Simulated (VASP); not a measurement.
# Ti2O (P-3m1) in VASP: further runs, part 2 of 2

VASP 6.6.1.

### 3 Single point, r2SCAN

File POSCAR:

```
Ti2O
1.0
    2.9193980238      0.0000000000      0.0000000000
   -1.4596990119      2.5282728524      0.0000000000
    0.0000000000      0.0000000000      4.7130000000
Ti O
2 1
Direct
    0.6666666667      0.3333333333      0.2787400000
    0.3333333333      0.6666666667      0.7212600000
    0.0000000000      0.0000000000      0.0000000000
```

File INCAR.step1:

```
SYSTEM = Ti2O
PREC     = Accurate       ! precision mode
ENCUT    = 1480           ! plane-wave cutoff, eV
ISMEAR   = 0              ! smearing method
SIGMA    = 0.2            ! smearing width, eV
LREAL    = .False.        ! projectors in reciprocal space
LASPH    = .True.         ! aspherical terms in the spheres
NELM     = 120            ! most SCF steps
NBANDS   = 22             ! bands
GGA      = PE             ! functional
ALGO     = Normal         ! electronic algorithm
EDIFF    = 1E-5           ! SCF threshold, eV
LWAVE    = .True.         ! write WAVECAR
LCHARG   = .False.        ! write CHGCAR
GGA_COMPAT= .False.
```

File INCAR.step2:

```
SYSTEM = Ti2O
PREC     = Accurate       ! precision mode
ENCUT    = 1480           ! plane-wave cutoff, eV
EDIFF    = 1E-6           ! SCF threshold, eV
ISMEAR   = 0              ! smearing method
SIGMA    = 0.2            ! smearing width, eV
LREAL    = .False.        ! projectors in reciprocal space
LASPH    = .True.         ! aspherical terms in the spheres
NELM     = 120            ! most SCF steps
ALGO     = Normal         ! electronic algorithm
ISIF     = 2              ! what is computed and relaxed
LWAVE    = .False.        ! write WAVECAR
LCHARG   = .False.        ! write CHGCAR
METAGGA  = R2SCAN         ! meta-GGA
LMIXTAU  = .True.       
NBANDS   = 22             ! bands
ISTART   = 1            
GGA_COMPAT= .False.
```

File KPOINTS:

```
regular mesh
0
Gamma
  9 9 5
  0 0 0
```

Potentials or basis: VASP PAW PBE potentials, release 64 (Ti_sv, O_h).

On the command line:

```
$ cat potpaw_PBE.64/Ti_sv/POTCAR potpaw_PBE.64/O_h/POTCAR > POTCAR
$ cp INCAR.step1 INCAR
$ mpirun -np 1 vasp_std > vasp.out
$ cp INCAR.step2 INCAR
$ mpirun -np 1 vasp_std > vasp.out
```

OUTCAR:

```text
SYSTEM = Ti2O
   PREC = Accurate
   ENCUT = 1480
   EDIFF = 1E-6
   ISMEAR = 0
   LREAL = .False.
   LASPH = .True.
   NELM = 120
   ISIF = 2
   METAGGA = R2SCAN
   ISTART = 1

 ion  position               nearest neighbor table
   1  0.667  0.333  0.279-   3 2.14   3 2.14   3 2.14   2 2.68   2 2.68   2 2.68
   2  0.333  0.667  0.721-   3 2.14   3 2.14   3 2.14   1 2.68   1 2.68   1 2.68
   3  0.000  0.000  0.000-   1 2.14   2 2.14   1 2.14   2 2.14   1 2.14   2 2.14

  LATTYP: Found a hexagonal cell.
 ALAT       =     2.9193980238
 C/A-ratio  =     1.6143739091

  Lattice vectors:

 A1 = (   2.9193980238,   0.0000000000,   0.0000000000)
 A2 = (  -1.4596990119,   2.5282728524,   0.0000000000)
 A3 = (   0.0000000000,   0.0000000000,   4.7130000000)

Analysis of symmetry for initial positions (statically):
=====================================================================
 Subroutine PRICEL returns:
 Original cell was already a primitive cell.

 Routine SETGRP: Setting up the symmetry group for a
 hexagonal supercell.

 Subroutine GETGRP returns: Found 12 space group operations
 (whereof 12 operations were pure point group operations)
 out of a pool of 24 trial point group operations.

The static configuration has the point symmetry D_3d.

Analysis of symmetry for dynamics (positions and initial velocities):
=====================================================================
 Subroutine PRICEL returns:
 Original cell was already a primitive cell.

 Routine SETGRP: Setting up the symmetry group for a
 hexagonal supercell.

 Subroutine GETGRP returns: Found 12 space group operations
 (whereof 12 operations were pure point group operations)
 out of a pool of 24 trial point group operations.

The dynamic configuration has the point symmetry D_3d.

[... 113 lines left out ...]
   EMIN   =  10.00;   EMAX   =-10.00  energy-range for DOS
   EFERMI =   0.00;   METHOD = LEGACY
   ISMEAR =     0;   SIGMA  =   0.20  broadening in eV -4-tet -1-fermi 0-gaus
   EFERMI_NEDOS =   21; number of points for ismear=-14 and -15
   IALGO  =     38    algorithm
   IMIX   =      4    mixing-type and parameters
     AMIX     =   0.40;   BMIX     =  1.00
     AMIX_MAG =   1.60;   BMIX_MAG =  1.00
  volume/ion in A,a.u.               =      11.60        78.25
  Fermi-wavevector in a.u.,A,eV,Ry     =   1.558274  2.944710 33.037889  2.428216
  Thomas-Fermi vector in A             =   2.661802
   LORBIT       =      0    0 simple, 1 ext, 2 COOP (PROOUT), +10 PAW based schemes
   METAGGA = R2SCAN    functional components
   LHFCALC =     F    Hartree Fock is set to
   AEXX    =    0.0000 exact exchange contribution
   IVDW    =     0    specifies the selected vdW correction
   LEPSILON=     F    determine dielectric tensor
   LRPA    =     F    only Hartree local field effects (RPA)
 non-spin polarized calculation
 Gauss-broadening in eV      SIGMA  =   0.20
  energy-cutoff  :     1480.00
  volume of cell :       34.79
 maximum number of plane-waves:      4524
 NGX is ok and might be reduce to    40
   NGX = 19   NGY = 19   NGZ = 29

 number of electron      30.0000000 magnetization

 Free energy of the ion-electron system (eV)
  ---------------------------------------------------
  ext. energy  EPLUGINS =         0.00000000
  ---------------------------------------------------
  free energy    TOTEN  =       -37.79005749 eV

  energy without entropy =      -37.77473025  energy(sigma->0) =      -37.78239387

 E-fermi :  10.8351     XC(G=0): -13.3895

 val. band max:       10.8047587355   @ k =   0.3333   0.1111   0.4000
 cond. band min:      10.8912237782   @ k =   0.0000   0.4444   0.4000
 fundamental gap:      0.0864650427
 Fermi energy:        10.8350512874

 k-point     1 :       0.0000    0.0000    0.0000
  band No.  band energies     occupation
      1     -48.7949      2.00000
      2     -48.6061      2.00000
      3     -24.5091      2.00000
      4     -23.7023      2.00000
      5     -23.7023      2.00000
      6     -23.5880      2.00000
[... 589 lines left out ...]
     21      13.7779      0.00000
     22      14.2639      0.00000

 [... further k-points ...]

------------------------ aborting loop because EDIFF is reached ----------------------------------------

  FORCE on cell =-STRESS in cart. coord.  units (eV):
  Direction    XX          YY          ZZ          XY          YZ          ZX
  --------------------------------------------------------------------------------------
  -------------------------------------------------------------------------------------
  Total        1.6400178      1.6400178      3.3436066      0.0000000      0.0000000      0.0000000
  in kB       75.5343445     75.5343445    153.9965762      0.0000000      0.0000000      0.0000000
  external PRESSURE =     101.6884217 kB  Pullay stress =       0.0000000 kB

 VOLUME and BASIS-vectors are now :
 -----------------------------------------------------------------------------
  energy-cutoff  :     1480.00
  volume of cell :       34.79
      direct lattice vectors                 reciprocal lattice vectors
     2.919398024  0.000000000  0.000000000     0.342536369  0.197763465  0.000000000
    -1.459699012  2.528272852  0.000000000     0.000000000  0.395526930  0.000000000
     0.000000000  0.000000000  4.713000000     0.000000000  0.000000000  0.212179079

 POSITION                                       TOTAL-FORCE (eV/Angst)
 -----------------------------------------------------------------------------------
      1.45970      0.84276      1.31370        -0.000000     -0.000000     -1.033120
     -0.00000      1.68552      3.39930         0.000000      0.000000      1.033120
      0.00000      0.00000      0.00000        -0.000000      0.000000      0.000000
 -----------------------------------------------------------------------------------
    total drift:                               -0.000000     -0.000000     -0.000000

  FREE ENERGIE OF THE ION-ELECTRON SYSTEM (eV)
  ---------------------------------------------------
  free  energy   TOTEN  =       -37.7900574924 eV

  energy  without entropy=      -37.7747302497  energy(sigma->0) =      -37.78239387
```

OSZICAR.step1:

```text
N       E                     dE             d eps       ncg     rms          rms(c)
DAV:   1     0.476037562376E+03    0.47604E+03   -0.28297E+04  2200   0.352E+03
DAV:   2     0.434781276033E+02   -0.43256E+03   -0.41611E+03  2266   0.720E+02
DAV:   3    -0.257256649487E+02   -0.69204E+02   -0.65664E+02  3768   0.194E+02
DAV:   4    -0.297755297438E+02   -0.40499E+01   -0.40168E+01  2768   0.527E+01
DAV:   5    -0.300107011098E+02   -0.23517E+00   -0.23509E+00  3158   0.992E+00    0.177E+01
DAV:   6    -0.261307407445E+02    0.38800E+01   -0.19822E+01  3028   0.437E+01    0.588E+00
DAV:   7    -0.259444603823E+02    0.18628E+00   -0.17195E+00  3144   0.101E+01    0.335E+00
DAV:   8    -0.259403594013E+02    0.41010E-02   -0.26838E-01  2876   0.446E+00    0.101E+00
DAV:   9    -0.259443003239E+02   -0.39409E-02   -0.46450E-02  3344   0.192E+00    0.534E-01
DAV:  10    -0.259459578303E+02   -0.16575E-02   -0.92653E-03  3036   0.930E-01    0.729E-02
DAV:  11    -0.259459160373E+02    0.41793E-04   -0.94786E-04  3210   0.344E-01    0.543E-02
DAV:  12    -0.259459163921E+02   -0.35476E-06   -0.12097E-04  2658   0.102E-01    0.176E-02
DAV:  13    -0.259459094488E+02    0.69433E-05   -0.86353E-06  1302   0.351E-02
   1 F= -.25945909E+02 E0= -.25937649E+02  d E =-.165213E-01
```

Run time: 8.3 min. Hardware: 1 thread of Intel Xeon Platinum 8488C (Sapphire Rapids), shared host; peak memory 0.43 GiB.

What came out:

| Quantity | Value |
| --- | --- |
| Free energy | -37.7901 eV |
| Pressure | 10.2 GPa |
| Largest force | 1.033 eV/Å |
| Band gap on the k mesh | zero (bands 15 and 16 overlap by 0.72 eV) |

Forces on the atoms (eV/Å):
```
Ti   0.000  0.000 -1.033
Ti   0.000  0.000  1.033
O    0.000  0.000  0.000
```

Stress tensor (GPa, compression positive):
```
 7.55  0.00  0.00
 0.00  7.55  0.00
 0.00  0.00 15.40
```

Levels at points of the mesh, in eV from the Fermi level:
```csv
k point,band 13,band 14,band 15,band 16,band 17,band 18
"(0.00, 0.00, 0.00)",-4.12,-0.63,0.40,0.45,0.45,0.96
```

Caveat: the stress differs along the axes, from 8 to 15 GPa; the PAW data sets were made with another functional, which shifts forces and pressure a little.

### 4 Single point, r2SCAN

POSCAR is that of step 3.

File INCAR.step1:

```
ALGO = Normal
EDIFF = 1E-5
ENCUT = 1480
GGA = PE
GGA_COMPAT = F
ISMEAR = 0
LASPH = T
LCHARG = F
LREAL = F
LWAVE = T
NBANDS = 22
NELM = 120
PREC = Accurate
SIGMA = 0.01
```

File INCAR.step2:

```
ALGO = Normal
EDIFF = 1E-6
ENCUT = 1480
GGA_COMPAT = F
ISIF = 2
ISMEAR = 0
ISTART = 1
LASPH = T
LCHARG = F
LMIXTAU = T
LREAL = F
LWAVE = F
METAGGA = R2SCAN
NBANDS = 22
NELM = 120
PREC = Accurate
SIGMA = 0.01
```

File KPOINTS:

```
k-points
0
Gamma
  9 9 5
```

On the command line:

```
$ cat potpaw_PBE.64/Ti_sv/POTCAR potpaw_PBE.64/O_h/POTCAR > POTCAR
$ cp INCAR.step1 INCAR
$ mpirun -np 1 vasp_std > vasp.out
$ cp INCAR.step2 INCAR
$ mpirun -np 1 vasp_std > vasp.out
```

Wall time 7.1 min (1 thread of Intel Xeon Platinum 8375C at 2.90GHz (Ice Lake), shared host); peak memory 0.45 GiB.

It converged, with:

```yaml
Free_energy: -37.7823 eV
Pressure: 10.1 GPa
Largest_force: 1.043 eV/Å
Band_gap_on_the_k_mesh: zero (bands 15 and 16 overlap by 0.72 eV)
```

Forces on the atoms (eV/Å):
```
Ti   0.000  0.000 -1.043
Ti   0.000  0.000  1.043
O    0.000  0.000  0.000
```

Stress tensor (GPa, compression positive):
```
 7.65  0.00  0.00
 0.00  7.65  0.00
 0.00  0.00 15.09
```

Levels at points of the mesh, in eV from the Fermi level:
```
           k point  band 13  band 14  band 15  band 16  band 17  band 18
(0.00, 0.00, 0.00)    -4.10    -0.61     0.42     0.47     0.47     0.98
```

Caveat: the stress differs along the axes, from 8 to 15 GPa; the PAW data sets were made with another functional, which shifts forces and pressure a little.

### 5 Overview

```tsv
k mesh	smearing	gap on the mesh (eV)	pressure (GPa)	largest force (eV/Å)
3 × 3 × 2	gaussian 0.1 eV	none	11.3	1.12
9 × 9 × 5	gaussian 0.2 eV	none	10.2	1.03
9 × 9 × 5	gaussian 0.01 eV	none	10.1	1.04
```

Alike in all rows: task single point; level r2SCAN; potentials or basis VASP PAW PBE potentials, release 64 (Ti_sv, O_h); no spin polarisation; cell as given; cutoff (eV) 1480.

Caveats: some runs use coarse meshes; the PAW data sets were made with another functional, which shifts forces and pressure a little; the stress differs along the axes, from 8 to 15 GPa (at least some runs).

Total energies depend on the potentials used, so only differences within one code and one set of settings carry meaning.

The gap in the log of VASP goes by the Fermi energy; the results here count the filled bands.